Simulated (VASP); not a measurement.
Write the native input for VASP 6.6.1 that does the following.

```yaml
Task: single point
Functional: PBE
Potentials_or_basis: VASP PAW PBE potentials, release 64 (Sb)
Cutoff: 520 eV
k_mesh: 12 × 12 × 12
Occupations: fermi-dirac, width 0.05 eV
Spin: no spin polarisation
Dipole_correction: no
Further_INCAR_settings: ALGO = Normal; EDIFF = 1e-06; NBANDS = 8
```

The structure of Sb lies in POSCAR:

```
Sb
1.0
   -0.0691500000      2.2704250000      2.2704250000
    2.2704250000     -0.0691500000      2.2704250000
    2.2704250000      2.2704250000     -0.0691500000
Sb
1
Direct
    0.0000000000      0.0000000000      0.0000000000
```

This cell differs from its parent crystal: equal xy, yz and zx shear strains of -3 %.

The input as run:

INCAR

```
SYSTEM = Sb
ALGO = Normal
EDIFF = 1E-6
ENCUT = 520
GGA = PE
ISIF = 2
ISMEAR = -1
LASPH = .True.
LCHARG = .False.
LREAL = .False.
LWAVE = .False.
NBANDS = 8
NELM = 60
PREC = Accurate
SIGMA = 0.05
```

KPOINTS

```
k-points
0
Gamma
  12 12 12
  0 0 0
```

Potentials or basis: VASP PAW PBE potentials, release 64 (Sb).

The run is started by

```sh
$ cat potpaw_PBE.64/Sb/POTCAR > POTCAR
$ mpirun -np 1 vasp_std > vasp.out
```

It gave:

The pressure is 9.2 GPa.

Caveat: the cell differs from its parent crystal (equal xy, yz and zx shear strains of -3 %).

Wall time 7.5 s on 1 thread of Intel(R) Xeon(R) 6975P-C (Granite Rapids), with other jobs on the host, peak memory 0.16 GiB.
